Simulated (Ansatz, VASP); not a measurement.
CsH6 in VASP and in Ansatz

```
Cs H
1.0
     5.57303    0.00000    0.00000
    -2.78651    4.82638    0.00000
     0.00000    0.00000    6.10290
Cs H
1 6
Direct
  0.00000 0.00000 0.50000
  0.50000 0.50000 0.06253
  0.00000 0.50000 0.06253
  0.50000 0.00000 0.06253
  0.00000 0.50000 0.93747
  0.50000 0.00000 0.93747
  0.50000 0.50000 0.93747
```

Change from the starting cell: species swapped into the MoCl6 type (P-31m, No. 162).

Alike in both runs: task relaxation of cell and atoms; functional PBE; k mesh 9 × 9 × 6; occupations gaussian, width 0.1 eV; no spin polarisation.

|  | VASP | Ansatz |
| --- | --- | --- |
| version | VASP 6.6.1 | Ansatz 0.2.0 |
| potentials or method | VASP PAW PBE potentials, release 64 (Cs_sv, H_h), cutoff 910 eV | scalar-relativistic, plane waves, PAW |
| valence electrons in the cell | 15 | 15 |

|  | VASP | Ansatz | Ansatz less VASP |
| --- | --- | --- | --- |
| gap on the k mesh at the Fermi level, each at its own relaxed structure (eV) | none | none | - |
| relaxed volume (Å³/atom) | 23.17 | 25.66 | +2.488 |
| relaxed length of the cell vector where the two differ most in proportion (Å) | 6.157 | 6.640 | +0.4836 |

A gap of «none» marks a metal or a gap that the smearing closes. One of these differences is far larger than is usual between the two programs; its cause wasn't traced. Ansatz's warnings: xc potential rough in thin density.

Neither program's run includes spin-orbit coupling.
